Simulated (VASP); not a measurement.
# KF (Fmmm) in VASP: a series of runs

Runs on KF. Level: LDA. Tasks: single point.

All numbers are computed with VASP 6.6.1; they aren't measurements. Logs are shortened: lines on timing, memory, paths and dates and some standing lists are left out, and cuts for length are marked.

## Step 1: The cell of the first run

The structure is orthorhombic, space group Fmmm (No. 69). The conventional cell has a = 4.983 Å, b = 5.163 Å, c = 5.744 Å, α = 90.00°, β = 90.00°, γ = 90.00°. Within 3.3 Å of K (site symmetry mmm) lie 6 F at 2.49 to 2.87 Å. Within 3.3 Å of F (site symmetry mmm) lie 6 K at 2.49 to 2.87 Å.

## Step 2: Single point, LDA (normal strain along x -0.0350, normal strain along z +0.1125)

File INCAR:

```
SYSTEM = KF
PREC = Accurate
ENCUT = 520
EDIFF = 1E-7
ISMEAR = 0
SIGMA = 0.05
LREAL = .False.
LASPH = .True.
NELM = 80
ALGO = Normal
ISIF = 2
LWAVE = .False.
LCHARG = .False.
GGA = CA
NBANDS = 15
```

File KPOINTS:

```
Automatic mesh
0
Gamma
  8 8 8
  0 0 0
```

File POSCAR:

```
KF
1.0
    0.0000000000      2.5817196783      2.8721631421
    2.4913594896      0.0000000000      2.8721631421
    2.4913594896      2.5817196783      0.0000000000
K F
1 1
Direct
    0.0000000000      0.0000000000      0.0000000000
    0.5000000000      0.5000000000      0.5000000000
```

Potentials or basis: VASP PAW LDA potentials, release 64 (K_sv, F).

Command:

```console
cat potpaw_LDA.64/K_sv/POTCAR potpaw_LDA.64/F/POTCAR > POTCAR
mpirun -np 1 vasp_std > vasp.out
```

OUTCAR:

```text
SYSTEM = KF
   PREC = Accurate
   ENCUT = 520
   EDIFF = 1E-7
   ISMEAR = 0
   LREAL = .False.
   LASPH = .True.
   NELM = 80
   ISIF = 2
   GGA = CA

 ion  position               nearest neighbor table
   1  0.000  0.000  0.000-   2 2.49   2 2.49   2 2.58   2 2.58
   2  0.500  0.500  0.500-   1 2.49   1 2.49   1 2.58   1 2.58

  LATTYP: Found a face centered orthorhombic cell.
 ALAT       =     4.9827189792
 B/A-ratio  =     1.0362694300
 C/A-ratio  =     1.1528497409

  Lattice vectors:

 A1 = (   0.0000000000,   2.5817196783,   2.8721631421)
 A2 = (   2.4913594896,   0.0000000000,   2.8721631421)
 A3 = (   2.4913594896,   2.5817196783,   0.0000000000)

Analysis of symmetry for initial positions (statically):
=====================================================================
 Subroutine PRICEL returns:
 Original cell was already a primitive cell.

 Routine SETGRP: Setting up the symmetry group for a
 face centered orthorhombic supercell.

 Subroutine GETGRP returns: Found  8 space group operations
 (whereof  8 operations were pure point group operations)
 out of a pool of  8 trial point group operations.

The static configuration has the point symmetry D_2h.

Analysis of symmetry for dynamics (positions and initial velocities):
=====================================================================
 Subroutine PRICEL returns:
 Original cell was already a primitive cell.

 Routine SETGRP: Setting up the symmetry group for a
 face centered orthorhombic supercell.

 Subroutine GETGRP returns: Found  8 space group operations
 (whereof  8 operations were pure point group operations)
 out of a pool of  8 trial point group operations.

The dynamic configuration has the point symmetry D_2h.

 Subroutine INISYM returns: Found  8 space group operations
 (whereof  8 operations are pure point group operations),
 and found     1 'primitive' translations

----------------------------------------------------------------------------------------

                                     Primitive cell

  volume of cell :      36.9475

  direct lattice vectors                    reciprocal lattice vectors
     0.000000000  2.581719678  2.872163142    -0.200693638  0.193669361  0.174084819
     2.491359490  0.000000000  2.872163142     0.200693638 -0.193669361  0.174084819
     2.491359490  2.581719678  0.000000000     0.200693638  0.193669361 -0.174084819

  length of vectors
     3.861942207  3.802130090  3.587777669     0.328772386  0.328772386  0.328772386

  position of ions in fractional coordinates (direct lattice)
     0.000000000  0.000000000  0.000000000
     0.500000000  0.500000000  0.500000000

  ion indices of the primitive-cell ions
   primitive index   ion index
                 1           1
                 2           2

----------------------------------------------------------------------------------------

 KPOINTS: Automatic mesh

Automatic generation of k-mesh.
 Grid dimensions read from file:
 generate k-points for:    8    8    8

 Generating k-lattice:

  Cartesian coordinates                     Fractional coordinates (reciprocal lattice)
    -0.025086705  0.024208670  0.021760602     0.125000000  0.000000000  0.000000000
     0.025086705 -0.024208670  0.021760602     0.000000000  0.125000000  0.000000000
     0.025086705  0.024208670 -0.021760602     0.000000000  0.000000000  0.125000000

  Length of vectors
     0.041096548  0.041096548  0.041096548

  Shift w.r.t. Gamma in fractional coordinates (k-lattice)
     0.000000000  0.000000000  0.000000000

 Subroutine IBZKPT returns following result:
 ===========================================

 Found     95 irreducible k-points:

 Following reciprocal coordinates:
            Coordinates               Weight
  0.000000  0.000000  0.000000      1.000000
  0.125000  0.000000 -0.000000      8.000000
  0.250000  0.000000 -0.000000      8.000000
  0.375000  0.000000  0.000000      8.000000
  0.500000  0.000000 -0.000000      4.000000
  0.125000  0.125000  0.000000      2.000000
[... 16 lines left out ...]
  0.250000  0.000000  0.125000      8.000000
  0.375000  0.000000  0.125000      8.000000
 [... further k-points ...]
   k-points           NKPTS =     95   k-points in BZ     NKDIM =     95   number of bands    NBANDS=     15
   number of dos      NEDOS =    301   number of ions     NIONS =      2
   total plane-waves  NPLWV =  23520
   dimension x,y,z NGX =    30 NGY =   28 NGZ =   28
   dimension x,y,z NGXF=    60 NGYF=   56 NGZF=   56
   ions per type =               1   1
   NGX,Y,Z   is equivalent  to a cutoff of  12.91, 12.24, 12.97 a.u.
   NGXF,Y,Z  is equivalent  to a cutoff of  25.83, 24.49, 25.95 a.u.
 SYSTEM =  KF
   PREC   = accura    normal or accurate (medium, high low for compatibility)
   ISTART =      0    job   : 0-new  1-cont  2-samecut
   ICHARG =      2    charge: 1-file 2-atom 10-const
   ISPIN  =      1    spin polarized calculation?
   LNONCOLLINEAR =      F non collinear calculations
   LSORBIT =      F    spin-orbit coupling
   LASPH  =      T    aspherical Exc in radial PAW
   ENCUT  =  520.0 eV  38.22 Ry    6.18 a.u.   7.18  7.07  6.67*2*pi/ulx,y,z
   NELM   =     80;   NELMIN=  2; NELMDL= -5     # of ELM steps
   EDIFF  = 0.1E-06   stopping-criterion for ELM
   LREAL  =      F    real-space projection
   EDIFFG = 0.1E-05   stopping-criterion for IOM
   NSW    =      0    number of steps for IOM
   IBRION =     -1    ionic relax: 0-MD 1-quasi-New 2-CG
   NFREE  =      0    steps in history (QN), initial steepest desc. (CG)
   ISIF   =      2    stress and relaxation
   ISYM   =      2    0-nonsym 1-usesym 2-fastsym
   POTIM  = 0.5000    time-step for ionic-motion
   TEBEG  =    0.0;   TEEND  =   0.0 temperature during run
   PSTRESS=    0.0 pullay stress
   NELECT =      16.0000    total number of electrons
   NUPDOWN=      -1.0000    fix difference up-down
   EMIN   =  10.00;   EMAX   =-10.00  energy-range for DOS
   EFERMI =   0.00;   METHOD = LEGACY
   ISMEAR =     0;   SIGMA  =   0.05  broadening in eV -4-tet -1-fermi 0-gaus
   EFERMI_NEDOS =   21; number of points for ismear=-14 and -15
   IALGO  =     38    algorithm
   IMIX   =      4    mixing-type and parameters
     AMIX     =   0.40;   BMIX     =  1.00
     AMIX_MAG =   1.60;   BMIX_MAG =  1.00
  volume/ion in A,a.u.               =      18.47       124.67
  Fermi-wavevector in a.u.,A,eV,Ry     =   1.238568  2.340555 20.872037  1.534051
  Thomas-Fermi vector in A             =   2.373088
   LORBIT       =      0    0 simple, 1 ext, 2 COOP (PROOUT), +10 PAW based schemes
   GGA     = CA    functional components
   LHFCALC =     F    Hartree Fock is set to
   AEXX    =    0.0000 exact exchange contribution
   IVDW    =     0    specifies the selected vdW correction
   LEPSILON=     F    determine dielectric tensor
   LRPA    =     F    only Hartree local field effects (RPA)
 non-spin polarized calculation
 Gauss-broadening in eV      SIGMA  =   0.05
  energy-cutoff  :      520.00
  volume of cell :       36.95
 maximum number of plane-waves:      1018
 NGX is ok and might be reduce to    30
   NGX = 15   NGY = 15   NGZ = 13

 number of electron      16.0000009 magnetization

 Free energy of the ion-electron system (eV)
  ---------------------------------------------------
  ext. energy  EPLUGINS =         0.00000000
  ---------------------------------------------------
  free energy    TOTEN  =        -8.99222754 eV

  energy without entropy =       -8.99222754  energy(sigma->0) =       -8.99222754

 E-fermi :  -2.6988     XC(G=0):  -9.2463

 val. band max:       -3.0164979093   @ k =   0.0000   0.0000   0.0000
 cond. band min:       2.7183958259   @ k =   0.0000   0.0000   0.0000
 fundamental gap:      5.7348937353
 Fermi energy:        -2.6988179828

 k-point     1 :       0.0000    0.0000    0.0000
  band No.  band energies     occupation
      1     -28.6469      2.00000
      2     -21.3932      2.00000
      3     -12.1259      2.00000
      4     -12.1067      2.00000
      5     -12.0723      2.00000
      6      -3.2553      2.00000
      7      -3.1214      2.00000
      8      -3.0165      2.00000
      9       2.7184      0.00000
     10       7.0103      0.00000
     11       7.7160      0.00000
     12       7.9206      0.00000
     13       8.7695      0.00000
     14       9.9413      0.00000
     15      13.5712      0.00000

 k-point     2 :       0.1250    0.0000   -0.0000
  band No.  band energies     occupation
      1     -28.6279      2.00000
      2     -21.4151      2.00000
      3     -12.1599      2.00000
      4     -12.1112      2.00000
      5     -12.0796      2.00000
      6      -3.3392      2.00000
      7      -3.2256      2.00000
      8      -3.1265      2.00000
      9       3.1615      0.00000
     10       7.0886      0.00000
     11       7.6565      0.00000
     12       8.0446      0.00000
     13       8.9525      0.00000
     14      10.1039      0.00000
     15      14.3986      0.00000

 k-point     3 :       0.2500    0.0000   -0.0000
  band No.  band energies     occupation
      1     -28.5813      2.00000
      2     -21.4689      2.00000
      3     -12.2573      2.00000
      4     -12.1376      2.00000
      5     -12.0638      2.00000
      6      -3.6363      2.00000
      7      -3.3865      2.00000
      8      -3.3297      2.00000
      9       4.2548      0.00000
     10       6.8618      0.00000
     11       8.0455      0.00000
     12       8.5878      0.00000
     13       9.5401      0.00000
     14      10.5516      0.00000
     15      15.3986      0.00000

 k-point     4 :       0.3750    0.0000    0.0000
  band No.  band energies     occupation
      1     -28.5339      2.00000
      2     -21.5239      2.00000
      3     -12.3572      2.00000
      4     -12.1649      2.00000
      5     -12.0412      2.00000
      6      -3.9326      2.00000
      7      -3.5135      2.00000
      8      -3.5103      2.00000
      9       5.3614      0.00000
     10       6.9008      0.00000
     11       8.5420      0.00000
     12       9.2041      0.00000
     13      10.5660      0.00000
     14      11.1891      0.00000
     15      14.0020      0.00000
[... 307 lines left out ...]
 k-point    22 :       0.1250    0.0000    0.1250
  band No.  band energies     occupation
      1     -28.6194      2.00000
      2     -21.4211      2.00000
      3     -12.1657      2.00000
      4     -12.1483      2.00000
      5     -12.0726      2.00000
      6      -3.4368      2.00000
      7      -3.2815      2.00000
      8      -3.0326      2.00000
      9       3.2759      0.00000
     10       7.0339      0.00000
     11       7.5254      0.00000
     12       8.2901      0.00000
     13       9.0913      0.00000
     14      10.0826      0.00000
     15      14.7331      0.00000

 k-point    23 :       0.2500    0.0000    0.1250
  band No.  band energies     occupation
      1     -28.5813      2.00000
      2     -21.4574      2.00000
      3     -12.2337      2.00000
      4     -12.1863      2.00000
      5     -12.1023      2.00000
      6      -3.6669      2.00000
      7      -3.3502      2.00000
      8      -3.1468      2.00000
      9       4.1001      0.00000
     10       6.5402      0.00000
     11       8.1720      0.00000
     12       8.7101      0.00000
     13       9.5478      0.00000
     14      10.3205      0.00000
     15      15.7819      0.00000

 k-point    24 :       0.3750    0.0000    0.1250
  band No.  band energies     occupation
      1     -28.5351      2.00000
      2     -21.5030      2.00000
      3     -12.3389      2.00000
      4     -12.2044      2.00000
      5     -12.1334      2.00000
      6      -3.8281      2.00000
      7      -3.4703      2.00000
      8      -3.3604      2.00000
      9       5.2319      0.00000
     10       6.4338      0.00000
     11       8.7060      0.00000
     12       9.1753      0.00000
     13      10.4284      0.00000
     14      10.8728      0.00000
     15      14.3771      0.00000

 [... further k-points ...]
[... 5 lines left out ...]
  --------------------------------------------------------------------------------------
  -------------------------------------------------------------------------------------
  Total        0.5958768     -0.1528996     -1.1074612     -0.0000000      0.0000000      0.0000000
  in kB       25.8394033     -6.6302870    -48.0235803     -0.0000000      0.0000000      0.0000000
  external PRESSURE =      -9.6048213 kB  Pullay stress =       0.0000000 kB

 VOLUME and BASIS-vectors are now :
 -----------------------------------------------------------------------------
  energy-cutoff  :      520.00
  volume of cell :       36.95
      direct lattice vectors                 reciprocal lattice vectors
     0.000000000  2.581719678  2.872163142    -0.200693638  0.193669361  0.174084819
     2.491359490  0.000000000  2.872163142     0.200693638 -0.193669361  0.174084819
     2.491359490  2.581719678  0.000000000     0.200693638  0.193669361 -0.174084819

 POSITION                                       TOTAL-FORCE (eV/Angst)
 -----------------------------------------------------------------------------------
      0.00000      0.00000      0.00000         0.000000     -0.000000      0.000000
      2.49136      2.58172      2.87216        -0.000000      0.000000     -0.000000
 -----------------------------------------------------------------------------------
    total drift:                                0.000000      0.000000      0.000000

  FREE ENERGIE OF THE ION-ELECTRON SYSTEM (eV)
  ---------------------------------------------------
  free  energy   TOTEN  =        -8.9922275429 eV

  energy  without entropy=       -8.9922275429  energy(sigma->0) =       -8.99222754
```

Wall time 24 s (1 thread of Intel Xeon 6975P-C (Granite Rapids), shared host); peak memory 0.17 GiB.

Results:

- Free energy: -8.9922 eV
- Pressure: -1.0 GPa
- Band gap on the k mesh: 5.73 eV, direct

Levels at points of the mesh, in eV from the valence-band top:
```
           k point  band 4  band 5  band 6  band 7  band 8  band 9  band 10  band 11  band 12  band 13
(0.00, 0.00, 0.00)   -9.09   -9.06   -0.24   -0.10    0.00    5.73    10.03    10.73    10.94    11.79
(0.50, 0.00, 0.00)   -9.16   -9.01   -1.03   -0.57   -0.54    8.72    10.26    11.74    12.49    14.20
(0.50, 0.50, 0.00)   -9.27   -9.21   -0.51   -0.14   -0.03    8.12    10.25    10.73    13.75    14.21
(0.50, 0.00, 0.50)   -9.48   -9.27   -0.30   -0.25   -0.02    7.82    10.15    11.69    13.61    13.64
(0.00, 0.50, 0.50)   -9.48   -9.33   -0.31   -0.13   -0.11    7.64    10.28    12.02    13.64    13.76
```

Caveat: the cell differs from its parent crystal (normal strain along x -0.0350, normal strain along z +0.1125). A k mesh can miss the band edges.

## Step 3: Single point, LDA (normal strain along x -0.0525, normal strain along z +0.1500)

File INCAR:

```
PREC = Accurate
ENCUT = 520
EDIFF = 1E-6
ISMEAR = 0
SIGMA = 0.05
LREAL = False
LASPH = True
NELM = 60
ALGO = Normal
ISIF = 2
LWAVE = False
LCHARG = False
GGA = CA
NBANDS = 15
```

File KPOINTS:

```
Automatic mesh
0
Gamma
  8 8 8
```

File POSCAR:

```
KF
1.0
    0.0000000000      2.5817196783      2.9689776300
    2.4461793952      0.0000000000      2.9689776300
    2.4461793952      2.5817196783      0.0000000000
K F
1 1
Direct
    0.0000000000      0.0000000000      0.0000000000
    0.5000000000      0.5000000000      0.5000000000
```

Potentials or basis: VASP PAW LDA potentials, release 64 (K_sv, F).

Command:

```console
cat potpaw_LDA.64/K_sv/POTCAR potpaw_LDA.64/F/POTCAR > POTCAR
mpirun -np 1 vasp_std > vasp.out
```

OUTCAR:

```text
PREC = Accurate
   ENCUT = 520
   EDIFF = 1E-6
   ISMEAR = 0
   LREAL = False
   LASPH = True
   NELM = 60
   ISIF = 2
   GGA = CA

 ion  position               nearest neighbor table
   1  0.000  0.000  0.000-   2 2.45   2 2.45   2 2.58   2 2.58
   2  0.500  0.500  0.500-   1 2.45   1 2.45   1 2.58   1 2.58

  LATTYP: Found a face centered orthorhombic cell.
 ALAT       =     4.8923587904
 B/A-ratio  =     1.0554089710
 C/A-ratio  =     1.2137203166

  Lattice vectors:

 A1 = (   0.0000000000,   2.5817196783,   2.9689776300)
[... 611 lines left out ...]
     11       8.5999      0.00000
     12       9.1916      0.00000
     13      10.3250      0.00000
     14      10.9275      0.00000
     15      14.0113      0.00000

 [... further k-points ...]
[... 5 lines left out ...]
  --------------------------------------------------------------------------------------
  -------------------------------------------------------------------------------------
  Total        1.1106952     -0.1485994     -1.1627479      0.0000000      0.0000000      0.0000000
  in kB       47.4538183     -6.3488261    -49.6777411      0.0000000      0.0000000      0.0000000
  external PRESSURE =      -2.8575830 kB  Pullay stress =       0.0000000 kB

 VOLUME and BASIS-vectors are now :
 -----------------------------------------------------------------------------
  energy-cutoff  :      520.00
  volume of cell :       37.50
      direct lattice vectors                 reciprocal lattice vectors
     0.000000000  2.581719678  2.968977630    -0.204400381  0.193669361  0.168408140
     2.446179395  0.000000000  2.968977630     0.204400381 -0.193669361  0.168408140
     2.446179395  2.581719678  0.000000000     0.204400381  0.193669361 -0.168408140

 POSITION                                       TOTAL-FORCE (eV/Angst)
 -----------------------------------------------------------------------------------
      0.00000      0.00000      0.00000         0.000000      0.000000     -0.000000
      2.44618      2.58172      2.96898         0.000000      0.000000      0.000000
 -----------------------------------------------------------------------------------
    total drift:                                0.000000      0.000000      0.000000

  FREE ENERGIE OF THE ION-ELECTRON SYSTEM (eV)
  ---------------------------------------------------
  free  energy   TOTEN  =        -8.9395260384 eV

  energy  without entropy=       -8.9395260384  energy(sigma->0) =       -8.93952604
```

Run time: 24 s. Hardware: 1 thread of Intel Xeon 6975P-C (Granite Rapids), shared host; peak memory 0.17 GiB.

What came out:

- Free energy: -8.9395 eV
- Pressure: -0.3 GPa
- Band gap on the k mesh: 5.54 eV, direct

Stress tensor (GPa, compression positive):
```
 4.75  0.00  0.00
 0.00 -0.63  0.00
 0.00  0.00 -4.97
```

Caveat: the cell differs from its parent crystal (normal strain along x -0.0525, normal strain along z +0.1500). A k mesh can miss the band edges.

## Step 4: Single point, LDA (normal strain along x -0.0525, normal strain along z -0.0750)

File INCAR:

```
SYSTEM = KF
PREC = Accurate
ENCUT = 520
EDIFF = 1E-7
ISMEAR = 0
SIGMA = 0.05
LREAL = .False.
LASPH = .True.
NELM = 80
ALGO = Normal
ISIF = 2
LWAVE = .False.
LCHARG = .False.
NBANDS = 15
```

File KPOINTS:

```
Automatic mesh
0
Gamma
  8 8 8
  0 0 0
```

File POSCAR:

```
KF
1.0
    0.0000000000      2.5817196783      2.3880907024
    2.4461793952      0.0000000000      2.3880907024
    2.4461793952      2.5817196783      0.0000000000
K F
1 1
Direct
    0.0000000000      0.0000000000      0.0000000000
    0.5000000000      0.5000000000      0.5000000000
```

Command:

```console
cat potpaw_LDA.64/K_sv/POTCAR potpaw_LDA.64/F/POTCAR > POTCAR
mpirun -np 1 vasp_std > vasp.out
```

Run time: 18 s. Hardware: 1 thread of Intel Xeon 6975P-C (Granite Rapids), shared host; peak memory 0.17 GiB.

The run converged. Its results:

```
Free energy            : -8.9170 eV
Pressure               : 9.4 GPa
Band gap on the k mesh : 6.86 eV, indirect (least direct gap 6.95 eV)
```

Stress tensor (GPa, compression positive):
```
10.34  0.00  0.00
 0.00  2.87  0.00
 0.00  0.00 15.06
```

Levels at points of the mesh, in eV from the valence-band top:
```csv
k point,band 5,band 6,band 7,band 8,band 9,band 10,band 11,band 12
"(0.00, 0.00, 0.00)",-8.54,-0.38,-0.21,-0.09,6.86,10.52,10.94,11.12
"(0.50, 0.00, 0.00)",-8.54,-1.40,-0.89,-0.88,9.47,11.80,12.66,13.12
"(0.50, 0.50, 0.00)",-9.00,-0.35,-0.12,-0.01,7.58,11.29,13.42,14.62
"(0.50, 0.00, 0.50)",-8.92,-0.40,-0.18,-0.04,7.89,11.31,12.74,14.64
"(0.00, 0.50, 0.50)",-8.93,-0.37,-0.15,0.00,7.70,11.24,13.21,14.62
```

Caveat: the cell differs from its parent crystal (normal strain along x -0.0525, normal strain along z -0.0750). A k mesh can miss the band edges.

(Continued in part 2 of 2.)
